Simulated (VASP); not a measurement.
A run of VASP 6.6.1 is set up as follows.

File INCAR:

```
PREC = Accurate ; ENCUT = 600
EDIFF = 1E-7 ; ISMEAR = 0
SIGMA = 0.1 ; LREAL = F
LASPH = T ; NELM = 60
ALGO = Normal ; ISIF = 3
LWAVE = F ; LCHARG = F
GGA = PE ; IBRION = 2
NSW = 80 ; EDIFFG = -0.015
```

File KPOINTS:

```
regular mesh
0
Gamma
  6 6 6
```

POSCAR

```
Sb
1.0
   -6.2209225139      0.0000000000      0.0000000000
    0.0000000000      0.0000000000      6.2209225139
    0.0000000000      6.2209225139      0.0000000000
Sb
8
Direct
    0.5000000000      0.0000000000      0.0000000000
    0.5000000000      0.5000000000      0.0000000000
    0.5000000000      0.0000000000      0.5000000000
    0.5000000000      0.5000000000      0.5000000000
    0.0000000000      0.0000000000      0.0000000000
    0.0000000000      0.5000000000      0.0000000000
    0.0000000000      0.0000000000      0.5000000000
    0.0000000000      0.5000000000      0.5000000000
```

Potentials or basis: VASP PAW PBE potentials, release 64 (Sb).

Command:

```sh
$ cat potpaw_PBE.64/Sb/POTCAR > POTCAR
$ mpirun -np 1 vasp_std > vasp.out
```

Predict the band gap on the k mesh.

zero (band 20 reaches 7.26 eV, above the bottom of band 21 at 6.49 eV).

Final structure:
```cif
data_structure
_symmetry_space_group_name_H-M 'P 1'
_symmetry_Int_Tables_number 1
_cell_length_a 6.2209
_cell_length_b 6.2209
_cell_length_c 6.2209
_cell_angle_alpha 90.000
_cell_angle_beta 90.000
_cell_angle_gamma 90.000
_cell_volume 240.75
loop_
_atom_site_label
_atom_site_type_symbol
_atom_site_fract_x
_atom_site_fract_y
_atom_site_fract_z
_atom_site_occupancy
Sb1 Sb 0.50000 0.00000 0.00000 1
Sb2 Sb 0.50000 0.50000 0.00000 1
Sb3 Sb 0.50000 0.00000 0.50000 1
Sb4 Sb 0.50000 0.50000 0.50000 1
Sb5 Sb 0.00000 0.00000 0.00000 1
Sb6 Sb 0.00000 0.50000 0.00000 1
Sb7 Sb 0.00000 0.00000 0.50000 1
Sb8 Sb 0.00000 0.50000 0.50000 1
```

Caveat: the relaxation stopped at its first step, so nothing moved; spin-orbit coupling is left out, which moves the levels of the heavy elements.
